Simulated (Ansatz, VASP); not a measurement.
## Two plane-wave programs on HfO2

POSCAR

```
HfO2
1.0
    5.1489214240      0.0000000000      0.0000000000
    0.0000000000      4.9371234566      0.0000000000
    0.0000000000      0.0000000000      4.9646674546
Hf O
4 8
Direct
    0.9669940000      0.7325208200      0.7414403500
    0.5330060000      0.7325208200      0.2414403500
    0.4669940000      0.2674791800      0.7414403500
    0.0330060000      0.2674791800      0.2414403500
    0.6321274500      0.9286454000      0.8792672600
    0.8678725500      0.9286454000      0.3792672600
    0.2339485200      0.5398830500      0.4922923900
    0.2660514800      0.5398830500      0.9922923900
    0.7660514800      0.4601169500      0.9922923900
    0.7339485200      0.4601169500      0.4922923900
    0.1321274500      0.0713546000      0.8792672600
    0.3678725500      0.0713546000      0.3792672600
```

Contents of INCAR.step1:

```
ALGO = Normal ; EDIFF = 1E-4
ENCUT = 520 ; GGA = PE
ISMEAR = -1 ; LASPH = T
LCHARG = F ; LREAL = F
LWAVE = T ; NBANDS = 56
NELM = 80 ; PREC = Accurate
SIGMA = 0.05
```

INCAR.step2

```
ALGO = Normal ; EDIFF = 1E-6
ENCUT = 520 ; ISIF = 2
ISMEAR = -1 ; ISTART = 1
LASPH = T ; LCHARG = F
LMIXTAU = T ; LREAL = F
LWAVE = F ; METAGGA = R2SCAN
NBANDS = 56 ; NELM = 80
PREC = Accurate ; SIGMA = 0.05
```

File KPOINTS:

```
k-points
0
Gamma
  5 6 5
```

File input.yaml:

```yaml
crystal:
  lattice:
    - [5.148921424, 0.0, 0.0]
    - [0.0, 4.9371234566, 0.0]
    - [0.0, 0.0, 4.9646674546]
  atoms:
    - { symbol: Hf, position: [0.966994, 0.73252082, 0.74144035] }
    - { symbol: Hf, position: [0.533006, 0.73252082, 0.24144035] }
    - { symbol: Hf, position: [0.466994, 0.26747918, 0.74144035] }
    - { symbol: Hf, position: [0.033006, 0.26747918, 0.24144035] }
    - { symbol: O, position: [0.63212745, 0.9286454, 0.87926726] }
    - { symbol: O, position: [0.86787255, 0.9286454, 0.37926726] }
    - { symbol: O, position: [0.23394852, 0.53988305, 0.49229239] }
    - { symbol: O, position: [0.26605148, 0.53988305, 0.99229239] }
    - { symbol: O, position: [0.76605148, 0.46011695, 0.99229239] }
    - { symbol: O, position: [0.73394852, 0.46011695, 0.49229239] }
    - { symbol: O, position: [0.13212745, 0.0713546, 0.87926726] }
    - { symbol: O, position: [0.36787255, 0.0713546, 0.37926726] }
hamiltonian:
  xc: r2scan
  pseudopotentials: { kind: paw }
kpoints:
  mp_grid: { grid: [5, 6, 5] }
scf:
  occupations: { method: fermi_dirac, width: 0.05 }
output:
  forces: true
  stress: true
  eigenvalues: true
```

Alike in both runs: task single point; functional r2SCAN; k mesh 5 × 6 × 5; occupations fermi-dirac, width 0.05 eV; no spin polarisation.

|  | VASP | Ansatz |
| --- | --- | --- |
| version | VASP 6.6.1 | Ansatz 0.2.0 |
| potentials or method | VASP PAW PBE potentials, release 64 (Hf_pv, O) | Ansatz PAW |
| plane-wave cutoff (eV) | 520 | 500 |
| valence electrons in the cell | 88 | 152 |

VASP gave:

```
gap on the k mesh at the Fermi level (eV)                     : 5.11
least direct gap on the mesh (eV)                             : 5.32
pressure (GPa)                                                : 12.5
traceless stress, the component that is largest in VASP (GPa) : 0.56
rms of the force components (eV/Å)                            : 0.085
```

**Question.** Which values does Ansatz return?

**Answer.** gap on the k mesh at the Fermi level (eV): 5.15; least direct gap on the mesh (eV): 5.35; pressure (GPa): 16.4; traceless stress, the component that is largest in VASP (GPa): 0.58; rms of the force components (eV/Å): 0.113.

VASP's potentials were made for PBE, not for r2SCAN. Atom by atom the forces differ by 0.034 eV/Å (rms over components). VASP's potentials hold 88 valence electrons a cell and Ansatz's 152, so a difference there can come from the potentials and not from the codes.

Neither program's run includes spin-orbit coupling. Noted on Ansatz's run: odd divisions of the mesh miss points on the zone boundary, where band edges often lie, so the gap on the mesh can be too wide.
